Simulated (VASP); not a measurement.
# Al27N (a cell with a defect) in VASP: single point with PBE

Aim: the single point of Al27N (a cell with a defect) with PBE.

All numbers are computed with VASP 6.6.1; they aren't measurements. Logs are shortened: lines on timing, memory, paths and dates and some standing lists are left out, and cuts for length are marked.

## (1) The cell of the first run

The cell holds a defect, 28 atoms: a = 8.574 Å, b = 8.574 Å, c = 8.574 Å, α = 60.00°, β = 60.00°, γ = 60.00°.

## (2) Single point, PBE

File INCAR:

```
SYSTEM = Al27N
ALGO = Normal
EDIFF = 1E-6
ENCUT = 520
GGA = PE
ISIF = 2
ISMEAR = 0
LASPH = .TRUE.
LCHARG = .FALSE.
LREAL = Auto
LWAVE = .FALSE.
NBANDS = 63
NELM = 80
PREC = Accurate
SIGMA = 0.1
```

File KPOINTS:

```
k-points
0
G
  3 3 3
  0 0 0
```

File POSCAR:

```
Al27N
1.0
   -6.0624313821     -6.0624313821      0.0000000000
   -6.0624313821      0.0000000000     -6.0624313821
    0.0000000000     -6.0624313821     -6.0624313821
Al N
27 1
Direct
    0.6640036392      0.6650980846      0.6676533300
    0.3356341494      0.6659717439      0.6620983805
    0.0022509945      0.6652864578      0.6677092481
    0.6654176758      0.3366962645      0.6615268276
    0.3356597991      0.3368047193      0.6616624993
   -0.0057476114      0.3519476536      0.6589744689
    0.6638607922      0.0036756705      0.6674334512
    0.3510652519     -0.0049260764      0.6591818939
   -0.0065166923     -0.0046588569      0.6597983132
    0.6667169895      0.6666666796      0.3308698893
    0.3352990528      0.6667386804      0.3310519119
    0.0022854692      0.6652605606      0.3291279314
    0.6665735652      0.3359148123      0.3308465488
    0.3356761292      0.3366823262      0.3301042723
   -0.0025987098      0.3363771681      0.3300539625
    0.6638778646      0.0037354650      0.3292929642
    0.3355767467     -0.0022624586      0.3301959022
    0.0021631585      0.0038339403      0.3292040560
    0.6666666796      0.6666467206      0.0000199590
    0.3356837169      0.6659272898      0.0006000068
   -0.0026430815      0.6658608148      0.0005305627
    0.6654009333      0.3365855003      0.0005722951
    0.3336633229      0.3340451829     -0.0017552364
   -0.0025667095      0.3363578689      0.0004150975
    0.6654890168     -0.0029249816      0.0008819069
    0.3356102316     -0.0024488525      0.0009101959
   -0.0062140910     -0.0049418291      0.0157967149
    1.0835187379      1.0845026666      0.7481983241
```

Potentials or basis: VASP PAW PBE potentials, release 64 (Al, N).

The run is started by

```sh
cat potpaw_PBE.64/Al/POTCAR potpaw_PBE.64/N/POTCAR > POTCAR
mpirun -np 1 vasp_std > vasp.out
```

OUTCAR:

```text
SYSTEM = Al27N
   EDIFF = 1E-6
   ENCUT = 520
   GGA = PE
   ISIF = 2
   ISMEAR = 0
   LASPH = .TRUE.
   LREAL = Auto
   NELM = 80
   PREC = Accurate

 ion  position               nearest neighbor table
   1  0.664  0.665  0.668-   8 2.76   6 2.76  20 2.83   2 2.84  22 2.84   4 2.84  19 2.87  10 2.87
                             3 2.90   7 2.90  12 2.90  16 2.90
   2  0.336  0.666  0.662-   5 2.82   4 2.83   1 2.84  11 2.84   3 2.84  10 2.84  17 2.85  23 2.86
                             8 2.88   9 2.88  21 2.90  20 2.90
   3  0.002  0.665  0.668-   6 2.76   9 2.76  21 2.84  24 2.84   2 2.84   5 2.84  19 2.86  11 2.87
                             1 2.90   7 2.90  18 2.90  12 2.90
   4  0.665  0.337  0.662-   2 2.83   5 2.83  10 2.83  13 2.83   1 2.84   7 2.84  15 2.84  23 2.87
                             9 2.87   6 2.88  22 2.91  25 2.91
   5  0.336  0.337  0.662-   2 2.82   4 2.83  11 2.83   7 2.84  13 2.84   3 2.84  14 2.84  23 2.87
                             6 2.88   8 2.88  24 2.90  26 2.91
   6  0.994  0.352  0.659-  28 1.87  12 2.76   3 2.76   1 2.76  15 2.88  14 2.88   5 2.88   4 2.88
                            22 2.88  24 2.88   9 3.06   8 3.06  27 3.06
   7  0.664  0.004  0.667-   8 2.76   9 2.76   5 2.84   4 2.84  26 2.84  25 2.84  13 2.87  19 2.87
                            16 2.90  18 2.90   3 2.90   1 2.90
   8  0.351  0.995  0.659-  28 1.87   7 2.76  16 2.76   1 2.76  26 2.88   5 2.88  20 2.88  14 2.88
                             2 2.88  17 2.88   6 3.06  27 3.06   9 3.06
   9  0.993  0.995  0.660-  28 1.87   7 2.76   3 2.76  18 2.76  25 2.87   4 2.87  21 2.88  15 2.88
[... 22 lines left out ...]
                             8 2.88  27 2.88  21 2.90   2 2.90
  21  0.997  0.666  0.001-  15 2.83  24 2.83  10 2.83  19 2.83   3 2.84  12 2.84  25 2.84  23 2.86
                            27 2.87   9 2.88   2 2.90  20 2.90
  22  0.665  0.337  0.001-  20 2.83  14 2.83  19 2.83  13 2.83   1 2.84  16 2.84  24 2.85  23 2.87
                            27 2.87   6 2.88   4 2.91  25 2.91
  23  0.334  0.334  0.998-  24 2.86   2 2.86  15 2.86  21 2.86  20 2.86  17 2.86  22 2.87  14 2.87
                            26 2.87   5 2.87   4 2.87  25 2.87
  24  0.997  0.336  0.000-  21 2.83  15 2.83  19 2.83  13 2.83  18 2.84   3 2.84  22 2.85  23 2.86
                             6 2.88  27 2.88   5 2.90  26 2.90
  25  0.665  0.997  0.001-  17 2.83  26 2.83  10 2.83  19 2.83  16 2.84   7 2.84  21 2.84  23 2.87
                             9 2.87  27 2.87  22 2.91   4 2.91
  26  0.336  0.998  0.001-  17 2.82  25 2.83  11 2.83   7 2.84  18 2.84  19 2.84  20 2.84  23 2.87
                             8 2.88  27 2.88  24 2.90   5 2.91
  27  0.994  0.995  0.016-  28 1.87  12 2.76  16 2.76  18 2.76  25 2.87  22 2.87  21 2.87  24 2.88
                            20 2.88  26 2.88   9 3.05   6 3.06   8 3.06
  28  0.084  0.085  0.748-   6 1.87   8 1.87   9 1.87  27 1.87

  LATTYP: Found a face centered cubic cell.
 ALAT       =    12.1248627642

  Lattice vectors:

 A1 = (  -6.0624313821,  -6.0624313821,   0.0000000000)
 A2 = (  -6.0624313821,   0.0000000000,  -6.0624313821)
 A3 = (   0.0000000000,  -6.0624313821,  -6.0624313821)

Analysis of symmetry for initial positions (statically):
[... 183 lines left out ...]
   IALGO  =     38    algorithm
   IMIX   =      4    mixing-type and parameters
     AMIX     =   0.40;   BMIX     =  1.00
     AMIX_MAG =   1.60;   BMIX_MAG =  1.00
  volume/ion in A,a.u.               =      15.92       107.40
  Fermi-wavevector in a.u.,A,eV,Ry     =   0.946057  1.787789 12.177549  0.895025
  Thomas-Fermi vector in A             =   2.074019
   LORBIT       =      0    0 simple, 1 ext, 2 COOP (PROOUT), +10 PAW based schemes
   GGA     = PE    functional components
   LHFCALC =     F    Hartree Fock is set to
   AEXX    =    0.0000 exact exchange contribution
   IVDW    =     0    specifies the selected vdW correction
   LEPSILON=     F    determine dielectric tensor
   LRPA    =     F    only Hartree local field effects (RPA)
 non-spin polarized calculation
 Gauss-broadening in eV      SIGMA  =   0.10
  energy-cutoff  :      520.00
  volume of cell :      445.63
 maximum number of plane-waves:     12039
   NGX = 31   NGY = 31   NGZ = 31

 number of electron      86.0000000 magnetization

 Free energy of the ion-electron system (eV)
  ---------------------------------------------------
  ext. energy  EPLUGINS =         0.00000000
  ---------------------------------------------------
  free energy    TOTEN  =      -109.81865757 eV

  energy without entropy =     -109.72208701  energy(sigma->0) =     -109.77037229

 E-fermi :   8.1342     XC(G=0): -10.2694

 val. band max:        8.1293530689   @ k =  -0.3333   0.3333   0.0000
 cond. band min:       8.1390414191   @ k =   0.3333   0.0000   0.0000
 fundamental gap:      0.0096883503
 Fermi energy:         8.1342452785

 k-point     1 :       0.0000    0.0000    0.0000
  band No.  band energies     occupation
      1      -7.8117      2.00000
      2      -2.8383      2.00000
      3      -0.3152      2.00000
      4      -0.3104      2.00000
      5      -0.3061      2.00000
      6      -0.0917      2.00000
[... 801 lines left out ...]
     54      10.0174      0.00000
     55      10.0895      0.00000
 [bands above 55 left out]

------------------------ aborting loop because EDIFF is reached ----------------------------------------

  FORCE on cell =-STRESS in cart. coord.  units (eV):
  Direction    XX          YY          ZZ          XY          YZ          ZX
  --------------------------------------------------------------------------------------
  -------------------------------------------------------------------------------------
  Total        5.0903147      5.0282424      4.9869877     -0.0330746      0.0025384      0.0346215
  in kB       18.3014166     18.0782458     17.9299210     -0.1189146      0.0091265      0.1244763
  external PRESSURE =      18.1031944 kB  Pullay stress =       0.0000000 kB

 VOLUME and BASIS-vectors are now :
 -----------------------------------------------------------------------------
  energy-cutoff  :      520.00
  volume of cell :      445.63
      direct lattice vectors                 reciprocal lattice vectors
    -6.062431382 -6.062431382  0.000000000    -0.082475160 -0.082475160  0.082475160
    -6.062431382  0.000000000 -6.062431382    -0.082475160  0.082475160 -0.082475160
     0.000000000 -6.062431382 -6.062431382     0.082475160 -0.082475160 -0.082475160

 POSITION                                       TOTAL-FORCE (eV/Angst)
 -----------------------------------------------------------------------------------
     -8.05759     -8.07308     -8.07971        -0.008248     -0.003189      0.002821
     -6.07217     -6.04869     -8.05133        -0.007095      0.007444      0.003856
     -4.04690     -4.06159     -8.08119        -0.006730      0.007108      0.006985
     -6.07525     -8.04451     -6.05166         0.008730     -0.002694     -0.006304
     -4.07677     -6.04620     -6.05314         0.001339     -0.005370      0.000758
     -8.16125    -10.02257     -6.12865        -0.002434     -0.001692      0.000215
[... 20 lines left out ...]
    -12.05723     -6.12053     -6.12824        -0.011936     -0.004872      0.001951
     -1.01862     -5.04223     -5.04819         0.008830     -0.010518      0.010565
 -----------------------------------------------------------------------------------
    total drift:                               -0.014143      0.029273      0.010339

  FREE ENERGIE OF THE ION-ELECTRON SYSTEM (eV)
  ---------------------------------------------------
  free  energy   TOTEN  =      -109.8186575660 eV

  energy  without entropy=     -109.7220870061  energy(sigma->0) =     -109.77037229
```

OSZICAR:

```text
N       E                     dE             d eps       ncg     rms          rms(c)
DAV:   1     0.145188817460E+03    0.14519E+03   -0.31100E+04  1764   0.111E+03
DAV:   2    -0.942706514757E+02   -0.23946E+03   -0.22621E+03  2131   0.153E+02
DAV:   3    -0.113221682737E+03   -0.18951E+02   -0.18339E+02  2145   0.375E+01
DAV:   4    -0.113614001120E+03   -0.39232E+00   -0.39014E+00  2081   0.590E+00
DAV:   5    -0.113618644747E+03   -0.46436E-02   -0.46377E-02  2052   0.739E-01    0.121E+01
DAV:   6    -0.109418602574E+03    0.42000E+01   -0.11638E+01  2455   0.161E+01    0.525E+00
DAV:   7    -0.110038338064E+03   -0.61974E+00   -0.84435E+00  1862   0.752E+00    0.411E+00
DAV:   8    -0.109907749928E+03    0.13059E+00   -0.15797E+00  2396   0.446E+00    0.213E+00
DAV:   9    -0.109803192187E+03    0.10456E+00   -0.45132E-01  2189   0.303E+00    0.702E-01
DAV:  10    -0.109819793679E+03   -0.16601E-01   -0.19988E-01  1925   0.110E+00    0.465E-01
DAV:  11    -0.109819781781E+03    0.11897E-04   -0.14876E-02  2484   0.547E-01    0.233E-01
DAV:  12    -0.109818565127E+03    0.12167E-02   -0.59030E-03  2096   0.317E-01    0.103E-01
DAV:  13    -0.109818662719E+03   -0.97592E-04   -0.21696E-03  1918   0.129E-01    0.375E-02
DAV:  14    -0.109818663873E+03   -0.11539E-05   -0.28483E-05  2352   0.200E-02    0.190E-02
DAV:  15    -0.109818658270E+03    0.56028E-05   -0.31177E-06  1778   0.985E-03    0.874E-03
DAV:  16    -0.109818657566E+03    0.70412E-06   -0.70566E-06  1938   0.745E-03
   1 F= -.10981866E+03 E0= -.10977037E+03  d E =-.965706E-01
```

Run time: 18 min. Hardware: 1 thread of AMD EPYC 7R13, shared host; peak memory 0.64 GiB.

What came out:

| Property | Result |
| --- | --- |
| Free energy | -109.8187 eV |
| Pressure | 1.8 GPa |
| Largest force | 0.022 eV/Å |
| Band gap on the k mesh | zero (bands 43 and 44 overlap by 0.44 eV) |

Forces on the atoms (eV/Å):
```
Al  -0.008 -0.003  0.003
Al  -0.007  0.007  0.004
Al  -0.007  0.007  0.007
Al   0.009 -0.003 -0.006
Al   0.001 -0.005  0.001
Al  -0.002 -0.002  0.000
Al   0.004 -0.012  0.001
Al   0.011  0.013 -0.009
Al  -0.014 -0.003  0.013
Al   0.001  0.002 -0.017
Al   0.002  0.009 -0.013
Al  -0.005 -0.009 -0.009
Al   0.007  0.002 -0.002
Al   0.000  0.003  0.004
Al  -0.002  0.003  0.002
Al   0.004 -0.008  0.009
Al  -0.001 -0.003  0.000
Al   0.012 -0.013  0.012
Al   0.002  0.012 -0.003
Al  -0.003 -0.001 -0.005
Al   0.000  0.000  0.000
Al   0.008  0.008  0.004
Al   0.001 -0.007  0.003
Al  -0.001 -0.001  0.000
Al  -0.005  0.015 -0.014
Al  -0.005  0.003  0.003
Al  -0.012 -0.005  0.002
N    0.009 -0.011  0.011
```

Levels at points of the mesh, in eV from the Fermi level:
```tsv
k point	band 40	band 41	band 42	band 43	band 44	band 45	band 46	band 47
(0.00, 0.00, 0.00)	-0.91	-0.90	-0.89	0.10	0.28	0.28	0.30	0.30
```
